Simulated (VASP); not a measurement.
Wanted: the native input for a VASP 6.6.1 run.

```yaml
Task: single point
Functional: r2SCAN
Potentials_or_basis: VASP PAW PBE potentials, release 64 (Ag)
Cutoff: 520 eV
k_mesh: 20 × 20 × 20
Occupations: gaussian, width 0.15 eV
Spin: no spin polarisation
Dipole_correction: no
Further_INCAR_settings: ALGO = Normal; EDIFF = 1e-07; NBANDS = 12
```

Ag:

```
Ag
1.0
     0.00000    2.07885    2.04310
     2.04310    0.00000    2.04310
     2.04310    2.07885    0.00000
Ag
1
Direct
  0.00000 0.00000 0.00000
```

This cell differs from its parent crystal: strain +0.0175 x Voigt [0, 1, 0, 0, 0, 0].

These files were run (other wordings do the same):

POSCAR

```
Ag
1.0
    0.0000000000      2.0788542500      2.0431000000
    2.0431000000      0.0000000000      2.0431000000
    2.0431000000      2.0788542500      0.0000000000
Ag
1
Direct
    0.0000000000      0.0000000000      0.0000000000
```

INCAR.step1

```
  PREC = Accurate
  ENCUT = 520
  ISMEAR = 0
  SIGMA = 0.15
  LREAL = F
  LASPH = T
  NELM = 80
  NBANDS = 12
  GGA = PE
  ALGO = Normal
  EDIFF = 1E-4
  LWAVE = T
  LCHARG = F
```

INCAR.step2

```
  PREC = Accurate
  ENCUT = 520
  EDIFF = 1E-7
  ISMEAR = 0
  SIGMA = 0.15
  LREAL = F
  LASPH = T
  NELM = 80
  ALGO = Normal
  ISIF = 2
  LWAVE = F
  LCHARG = F
  METAGGA = R2SCAN
  LMIXTAU = T
  NBANDS = 12
  ISTART = 1
```

KPOINTS

```
regular mesh
0
Gamma
  20 20 20
```

Potentials or basis: VASP PAW PBE potentials, release 64 (Ag).

The run is started by

```sh
$ cat potpaw_PBE.64/Ag/POTCAR > POTCAR
$ cp INCAR.step1 INCAR
$ mpirun -np 1 vasp_std > vasp.out
$ cp INCAR.step2 INCAR
$ mpirun -np 1 vasp_std > vasp.out
```

Results of the run:

The pressure is -0.3 GPa. The band gap on the k mesh is zero (an odd number of electrons rules out a gap without spin polarisation).

Caveat: the cell differs from its parent crystal (strain +0.0175 x Voigt [0, 1, 0, 0, 0, 0]); the PAW data sets were made with another functional, which shifts forces and pressure a little.

It took 6 min on 1 thread of AMD EPYC 9R45 96-Core Processor (Zen 5) (shared host), peak memory 0.22 GiB.
